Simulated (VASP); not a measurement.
## CdSe: relaxation of cell and atoms with PBEsol

Crystal: CdSe.

```
Cd Se
1.0
     0.00000    3.07027    3.07027
     3.07027    0.00000    3.07027
     3.07027    3.07027    0.00000
Cd Se
1 1
Direct
  0.00000 0.00000 0.00000
  0.25000 0.25000 0.25000
```

```
Program                : VASP 6.6.1
Task                   : relaxation of cell and atoms
Functional             : PBEsol
Potentials or basis    : VASP PAW PBE potentials, release 64 (Cd, Se)
Cutoff                 : 600 eV
k mesh                 : 8 × 8 × 8
Occupations            : fermi-dirac, width 0.05 eV
Spin                   : no spin polarisation
Dipole correction      : no
Further INCAR settings : ALGO = Normal; EDIFF = 1e-07; IBRION = 2; EDIFFG = -0.01; NSW = 60; ISIF = 3
```

```json
{"Relaxed volume": "28.27 Å³/atom", "Relaxed cell": "a = 4.308 Å, b = 4.308 Å, c = 4.308 Å, α = 60.00°, β = 60.00°, γ = 60.00°", "Space group after relaxing (to 0.05 Å)": "F-43m (No. 216)", "Energy gained by relaxing": "2.5 meV/atom", "Ionic steps": "3", "Pressure after relaxing": "0.0 GPa", "Band gap on the k mesh": "0.47 eV, direct"}
```

Step by step:
| step | energy change (eV) | largest force (eV/Å) | pressure (GPa) | volume (Å³) |
| --- | --- | --- | --- | --- |
| 1 | 0.0000 | 0.0000 | -1.15 | 57.88 |
| 2 | -0.0045 | 0.0000 | 0.37 | 56.15 |
| 3 | -0.0049 | 0.0000 | 0.00 | 56.54 |

Final structure:
```xyz
2
Lattice="0.0000 3.0464 3.0464 3.0464 0.0000 3.0464 3.0464 3.0464 0.0000" Properties=species:S:1:pos:R:3 pbc="T T T"
Cd    0.0000    0.0000    0.0000
Se    1.5232    1.5232    1.5232
```

Levels at points of the mesh, in eV from the valence-band top:
```
           k point  band 5  band 6  band 7  band 8  band 9  band 10  band 11  band 12  band 13
(0.00, 0.00, 0.00)   -7.52   -7.52    0.00    0.00    0.00     0.47     5.85     5.85     5.85
(0.50, 0.00, 0.00)   -7.50   -7.23   -4.42   -0.75   -0.75     2.28     6.36     6.36     7.27
(0.50, 0.50, 0.00)   -7.46   -7.17   -4.11   -1.86   -1.86     3.01     3.67     8.95    10.10
```

Run time: 120 s on 1 thread of Intel Xeon 8259CL, on a shared host, peak memory 0.23 GiB.

Caveat: the PAW data sets were made with another functional, which shifts forces and pressure a little.
